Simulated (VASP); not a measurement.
# CdS (R3m) in VASP: single point with PBE

Aim: the single point of CdS with PBE.

Program: VASP 6.6.1. These are calculated values, not measurements. Logs are shortened: lines on timing, memory, paths and dates and some standing lists are left out, and cuts for length are marked.

### 1 The cell of the first run

The structure is trigonal, space group R3m (No. 160). The conventional cell has a = 3.722 Å, b = 3.722 Å, c = 10.933 Å, α = 90.00°, β = 90.00°, γ = 120.00°. Within 3.2 Å of Cd (site symmetry 3m) lie 4 S at 2.41 to 2.48 Å. Within 3.2 Å of S (site symmetry 3m) lie 4 Cd at 2.41 to 2.48 Å.

### 2 Single point, PBE (strained and its atoms moved)

INCAR

```
SYSTEM = CdS
  PREC = Accurate
  ENCUT = 520
  EDIFF = 1E-7
  ISMEAR = 0
  SIGMA = 0.02
  LREAL = .False.
  LASPH = .True.
  NELM = 60
  ALGO = Normal
  ISIF = 2
  LWAVE = .False.
  LCHARG = .True.
  GGA = PE
  LELF = .True.
  LVHAR = .True.
  NBANDS = 16
```

KPOINTS

```
Automatic mesh
0
Gamma
  8 8 8
  0 0 0
```

POSCAR

```
CdS
1.0
    0.0000000000      2.6321823000      2.6321823000
    2.9813823000     -0.3492000000      2.9813823000
    2.6321823000      2.6321823000      0.0000000000
Cd S
1 1
Direct
   -0.0148801616      0.0446404847     -0.0148801616
    0.7648801616      0.7053595153      0.7648801616
```

Potentials or basis: VASP PAW PBE potentials, release 64 (Cd, S).

Run with:

```console
> cat potpaw_PBE.64/Cd/POTCAR potpaw_PBE.64/S/POTCAR > POTCAR
> mpirun -np 1 vasp_std > vasp.out
```

OUTCAR:

```text
SYSTEM = CdS
   PREC = Accurate
   ENCUT = 520
   EDIFF = 1E-7
   ISMEAR = 0
   LREAL = .False.
   LASPH = .True.
   NELM = 60
   ISIF = 2
   GGA = PE

 ion  position               nearest neighbor table
   1  0.985  0.045  0.985-   2 2.41   2 2.48   2 2.48   2 2.48
   2  0.765  0.705  0.765-   1 2.41   1 2.48   1 2.48   1 2.48

  LATTYP: Found a trigonal (rhomboedric) cell.
 ALAT       =     4.2307471536
 COS(alpha) =     0.6129226252

  Lattice vectors:

 A1 = (   0.3492000000,  -2.9813823000,   2.9813823000)
 A2 = (   2.9813823000,  -2.9813823000,   0.3492000000)
 A3 = (   2.9813823000,  -0.3492000000,   2.9813823000)

Analysis of symmetry for initial positions (statically):
=====================================================================
 Subroutine PRICEL returns:
 Original cell was already a primitive cell.

 Routine SETGRP: Setting up the symmetry group for a
 trigonal (rhombohedral) supercell.

 Subroutine GETGRP returns: Found  6 space group operations
 (whereof  6 operations were pure point group operations)
 out of a pool of 12 trial point group operations.

The static configuration has the point symmetry C_3v.

Analysis of symmetry for dynamics (positions and initial velocities):
=====================================================================
 Subroutine PRICEL returns:
 Original cell was already a primitive cell.

 Routine SETGRP: Setting up the symmetry group for a
 trigonal (rhombohedral) supercell.

 Subroutine GETGRP returns: Found  6 space group operations
 (whereof  6 operations were pure point group operations)
 out of a pool of 12 trial point group operations.

The dynamic configuration has the point symmetry C_3v.

 Subroutine INISYM returns: Found  6 space group operations
 (whereof  6 operations are pure point group operations),
 and found     1 'primitive' translations

----------------------------------------------------------------------------------------

                                     Primitive cell

  volume of cell :      43.7317

  direct lattice vectors                    reciprocal lattice vectors
     0.000000000  2.632182300  2.632182300    -0.179447392  0.179447392  0.200465504
     2.981382300 -0.349200000  2.981382300     0.158429279 -0.158429279  0.158429279
     2.632182300  2.632182300  0.000000000     0.200465504  0.179447392 -0.179447392

  length of vectors
     3.722467907  4.230747154  3.722467907     0.323402460  0.274407560  0.323402460

  position of ions in fractional coordinates (direct lattice)
     0.985119838  0.044640485  0.985119838
     0.764880162  0.705359515  0.764880162

  ion indices of the primitive-cell ions
   primitive index   ion index
                 1           1
                 2           2

----------------------------------------------------------------------------------------

 KPOINTS: Automatic mesh

Automatic generation of k-mesh.
 Grid dimensions read from file:
 generate k-points for:    8    8    8

 Generating k-lattice:

  Cartesian coordinates                     Fractional coordinates (reciprocal lattice)
    -0.022430924  0.022430924  0.025058188     0.125000000  0.000000000  0.000000000
     0.019803660 -0.019803660  0.019803660     0.000000000  0.125000000  0.000000000
     0.025058188  0.022430924 -0.022430924     0.000000000  0.000000000  0.125000000

  Length of vectors
     0.040425307  0.034300945  0.040425307

  Shift w.r.t. Gamma in fractional coordinates (k-lattice)
     0.000000000  0.000000000  0.000000000

 Subroutine IBZKPT returns following result:
 ===========================================

 Found     65 irreducible k-points:

 Following reciprocal coordinates:
            Coordinates               Weight
  0.000000  0.000000  0.000000      1.000000
  0.125000 -0.000000  0.000000      6.000000
  0.250000 -0.000000  0.000000      6.000000
  0.375000 -0.000000  0.000000      6.000000
  0.500000 -0.000000  0.000000      3.000000
  0.000000  0.125000  0.000000      2.000000
[... 16 lines left out ...]
  0.125000  0.375000  0.000000      6.000000
  0.250000  0.375000  0.000000      6.000000
 [... further k-points ...]
   k-points           NKPTS =     65   k-points in BZ     NKDIM =     65   number of bands    NBANDS=     16
   number of dos      NEDOS =    301   number of ions     NIONS =      2
   total plane-waves  NPLWV =  25088
   dimension x,y,z NGX =    28 NGY =   32 NGZ =   28
   dimension x,y,z NGXF=    56 NGYF=   64 NGZF=   56
   ions per type =               1   1
   NGX,Y,Z   is equivalent  to a cutoff of  12.50, 12.57, 12.50 a.u.
   NGXF,Y,Z  is equivalent  to a cutoff of  25.01, 25.15, 25.01 a.u.
 SYSTEM =  CdS
   PREC   = accura    normal or accurate (medium, high low for compatibility)
   ISTART =      0    job   : 0-new  1-cont  2-samecut
   ICHARG =      2    charge: 1-file 2-atom 10-const
   ISPIN  =      1    spin polarized calculation?
   LNONCOLLINEAR =      F non collinear calculations
   LSORBIT =      F    spin-orbit coupling
   LASPH  =      T    aspherical Exc in radial PAW
   ENCUT  =  520.0 eV  38.22 Ry    6.18 a.u.   6.92  7.87  6.92*2*pi/ulx,y,z
   NELM   =     60;   NELMIN=  2; NELMDL= -5     # of ELM steps
   EDIFF  = 0.1E-06   stopping-criterion for ELM
   LREAL  =      F    real-space projection
   EDIFFG = 0.1E-05   stopping-criterion for IOM
   NSW    =      0    number of steps for IOM
   IBRION =     -1    ionic relax: 0-MD 1-quasi-New 2-CG
   NFREE  =      0    steps in history (QN), initial steepest desc. (CG)
   ISIF   =      2    stress and relaxation
   ISYM   =      2    0-nonsym 1-usesym 2-fastsym
   POTIM  = 0.5000    time-step for ionic-motion
   TEBEG  =    0.0;   TEEND  =   0.0 temperature during run
   PSTRESS=    0.0 pullay stress
   NELECT =      18.0000    total number of electrons
   NUPDOWN=      -1.0000    fix difference up-down
   EMIN   =  10.00;   EMAX   =-10.00  energy-range for DOS
   EFERMI =   0.00;   METHOD = LEGACY
   ISMEAR =     0;   SIGMA  =   0.02  broadening in eV -4-tet -1-fermi 0-gaus
   EFERMI_NEDOS =   21; number of points for ismear=-14 and -15
   IALGO  =     38    algorithm
   IMIX   =      4    mixing-type and parameters
     AMIX     =   0.40;   BMIX     =  1.00
     AMIX_MAG =   1.60;   BMIX_MAG =  1.00
  volume/ion in A,a.u.               =      21.87       147.56
  Fermi-wavevector in a.u.,A,eV,Ry     =   1.217774  2.301260 20.177093  1.482974
  Thomas-Fermi vector in A             =   2.353083
   LORBIT       =      0    0 simple, 1 ext, 2 COOP (PROOUT), +10 PAW based schemes
   GGA     = PE    functional components
   LHFCALC =     F    Hartree Fock is set to
   AEXX    =    0.0000 exact exchange contribution
   IVDW    =     0    specifies the selected vdW correction
   LEPSILON=     F    determine dielectric tensor
   LRPA    =     F    only Hartree local field effects (RPA)
 non-spin polarized calculation
 Gauss-broadening in eV      SIGMA  =   0.02
  energy-cutoff  :      520.00
  volume of cell :       43.73
 maximum number of plane-waves:      1193
   NGX = 13   NGY = 15   NGZ = 13

 number of electron      18.0000000 magnetization

 Free energy of the ion-electron system (eV)
  ---------------------------------------------------
  ext. energy  EPLUGINS =         0.00000000
  ---------------------------------------------------
  free energy    TOTEN  =        -5.70133909 eV

  energy without entropy =       -5.70133909  energy(sigma->0) =       -5.70133909

 E-fermi :   2.9070     XC(G=0):  -9.8231

 val. band max:        2.7942915494   @ k =   0.0000   0.0000   0.0000
 cond. band min:       3.2919124202   @ k =   0.0000   0.0000   0.0000
 fundamental gap:      0.4976208708
 Fermi energy:         2.9070297380

 k-point     1 :       0.0000    0.0000    0.0000
  band No.  band energies     occupation
      1     -10.6166      2.00000
      2      -5.8990      2.00000
      3      -5.6500      2.00000
      4      -5.6500      2.00000
      5      -5.1924      2.00000
      6      -5.1924      2.00000
[... 8 lines left out ...]
     15      14.0801      0.00000
     16      14.2467      0.00000

 k-point     2 :       0.1250   -0.0000    0.0000
  band No.  band energies     occupation
      1     -10.5201      2.00000
      2      -5.8811      2.00000
      3      -5.6275      2.00000
      4      -5.5920      2.00000
      5      -5.2034      2.00000
      6      -5.1865      2.00000
[... 8 lines left out ...]
     15      13.6967      0.00000
     16      14.7416      0.00000

 k-point     3 :       0.2500   -0.0000    0.0000
  band No.  band energies     occupation
      1     -10.2828      2.00000
      2      -5.8343      2.00000
      3      -5.5925      2.00000
      4      -5.3978      2.00000
      5      -5.2000      2.00000
      6      -5.1492      2.00000
[... 8 lines left out ...]
     15      13.9448      0.00000
     16      14.0824      0.00000

 k-point     4 :       0.3750   -0.0000    0.0000
  band No.  band energies     occupation
      1     -10.0424      2.00000
      2      -5.7694      2.00000
      3      -5.5851      2.00000
      4      -5.2740      2.00000
      5      -5.0784      2.00000
      6      -4.9140      2.00000
[... 8 lines left out ...]
     15      14.0311      0.00000
     16      15.6373      0.00000

 k-point     5 :       0.5000   -0.0000    0.0000
  band No.  band energies     occupation
      1      -9.9432      2.00000
      2      -5.7406      2.00000
      3      -5.5885      2.00000
      4      -5.2543      2.00000
      5      -5.0408      2.00000
      6      -4.5921      2.00000
[... 8 lines left out ...]
     15      14.1260      0.00000
     16      17.0475      0.00000

 k-point     6 :       0.0000    0.1250    0.0000
  band No.  band energies     occupation
      1     -10.5457      2.00000
      2      -5.8534      2.00000
      3      -5.6292      2.00000
      4      -5.6292      2.00000
      5      -5.1921      2.00000
      6      -5.1921      2.00000
[... 8 lines left out ...]
     15      13.8496      0.00000
     16      14.6839      0.00000

 k-point     7 :       0.1250    0.1250    0.0000
  band No.  band energies     occupation
      1     -10.4965      2.00000
      2      -5.8670      2.00000
      3      -5.6046      2.00000
      4      -5.6002      2.00000
      5      -5.2166      2.00000
      6      -5.1740      2.00000
[... 8 lines left out ...]
     15      14.2072      0.00000
     16      15.2964      0.00000

 k-point     8 :       0.2500    0.1250    0.0000
  band No.  band energies     occupation
      1     -10.2920      2.00000
      2      -5.8598      2.00000
      3      -5.5605      2.00000
      4      -5.4593      2.00000
      5      -5.2046      2.00000
      6      -5.1346      2.00000
[... 8 lines left out ...]
     15      14.4268      0.00000
     16      14.6721      0.00000

 k-point     9 :       0.3750    0.1250    0.0000
  band No.  band energies     occupation
      1     -10.0503      2.00000
      2      -5.7998      2.00000
      3      -5.5457      2.00000
      4      -5.3825      2.00000
      5      -5.0699      2.00000
      6      -4.9314      2.00000
[... 8 lines left out ...]
     15      14.4244      0.00000
     16      15.7694      0.00000
[... 172 lines left out ...]
 k-point    19 :      -0.3750    0.2500    0.0000
  band No.  band energies     occupation
      1      -9.8823      2.00000
      2      -5.6375      2.00000
      3      -5.4701      2.00000
      4      -5.3290      2.00000
      5      -5.0878      2.00000
      6      -4.6079      2.00000
[... 8 lines left out ...]
     15      15.4818      0.00000
     16      15.5373      0.00000

 k-point    20 :      -0.2500    0.2500    0.0000
  band No.  band energies     occupation
      1     -10.0359      2.00000
      2      -5.6208      2.00000
      3      -5.4962      2.00000
      4      -5.2648      2.00000
      5      -5.1681      2.00000
      6      -5.0247      2.00000
[... 8 lines left out ...]
     15      13.9430      0.00000
     16      15.1399      0.00000

 k-point    21 :      -0.1250    0.2500    0.0000
  band No.  band energies     occupation
      1     -10.2353      2.00000
      2      -5.6235      2.00000
      3      -5.5503      2.00000
      4      -5.4607      2.00000
      5      -5.1988      2.00000
      6      -5.1675      2.00000
[... 8 lines left out ...]
     15      14.2656      0.00000
     16      16.1344      0.00000

 k-point    22 :       0.0000    0.3750    0.0000
  band No.  band energies     occupation
      1     -10.1802      2.00000
      2      -5.5414      2.00000
      3      -5.5414      2.00000
      4      -5.3651      2.00000
      5      -5.1714      2.00000
      6      -5.1714      2.00000
[... 8 lines left out ...]
     15      14.6241      0.00000
     16      14.6959      0.00000

 k-point    23 :       0.1250    0.3750    0.0000
  band No.  band energies     occupation
      1     -10.1732      2.00000
      2      -5.5661      2.00000
      3      -5.5038      2.00000
      4      -5.4477      2.00000
      5      -5.1883      2.00000
      6      -5.1542      2.00000
[... 8 lines left out ...]
     15      15.0993      0.00000
     16      15.8755      0.00000

 k-point    24 :       0.2500    0.3750    0.0000
  band No.  band energies     occupation
      1     -10.0597      2.00000
      2      -5.6030      2.00000
      3      -5.4609      2.00000
      4      -5.4223      2.00000
      5      -5.1432      2.00000
      6      -5.1216      2.00000
[... 8 lines left out ...]
     15      14.8814      0.00000
     16      16.1789      0.00000

 [... further k-points ...]
[... 5 lines left out ...]
  --------------------------------------------------------------------------------------
  -------------------------------------------------------------------------------------
  Total        3.0933851      3.0933851      3.0933851      0.6325968      0.6325968     -0.6325968
  in kB      113.3308341    113.3308341    113.3308341     23.1761396     23.1761396    -23.1761396
  external PRESSURE =     113.3308341 kB  Pullay stress =       0.0000000 kB

 VOLUME and BASIS-vectors are now :
 -----------------------------------------------------------------------------
  energy-cutoff  :      520.00
  volume of cell :       43.73
      direct lattice vectors                 reciprocal lattice vectors
     0.000000000  2.632182300  2.632182300    -0.179447392  0.179447392  0.200465504
     2.981382300 -0.349200000  2.981382300     0.158429279 -0.158429279  0.158429279
     2.632182300  2.632182300  0.000000000     0.200465504  0.179447392 -0.179447392

 POSITION                                       TOTAL-FORCE (eV/Angst)
 -----------------------------------------------------------------------------------
      2.72611      5.17044      2.72611        -0.142819      0.142819     -0.142819
      4.11625      3.78030      4.11625         0.142819     -0.142819      0.142819
 -----------------------------------------------------------------------------------
    total drift:                               -0.000039      0.000023     -0.000039

  FREE ENERGIE OF THE ION-ELECTRON SYSTEM (eV)
  ---------------------------------------------------
  free  energy   TOTEN  =        -5.7013390867 eV

  energy  without entropy=       -5.7013390867  energy(sigma->0) =       -5.70133909
```

Run time: 29 s. Hardware: 1 thread of Intel Xeon 6975P-C, shared host; peak memory 0.19 GiB.

What came out:

* Free energy: -5.7013 eV
* Pressure: 11.3 GPa
* Largest force: 0.247 eV/Å
* Band gap on the k mesh: 0.50 eV, direct

Forces in eV/Å, atoms in the order of the input:
```
Cd  -0.143  0.143 -0.143
S    0.143 -0.143  0.143
```

Levels at points of the mesh, in eV from the valence-band top:
```csv
k point,band 6,band 7,band 8,band 9,band 10,band 11,band 12,band 13
"(0.00, 0.00, 0.00)",-7.99,-1.30,0.00,0.00,0.50,5.61,7.28,7.28
"(0.50, 0.00, 0.00)",-7.39,-5.11,-1.92,-0.72,2.30,6.38,6.44,7.18
"(0.00, 0.50, 0.00)",-7.89,-6.16,-0.75,-0.75,4.19,6.54,7.95,7.95
"(0.50, 0.50, 0.00)",-7.54,-4.65,-2.93,-1.94,2.14,4.74,8.56,10.57
```

Caveat: the cell differs from its parent crystal (strained and its atoms moved).
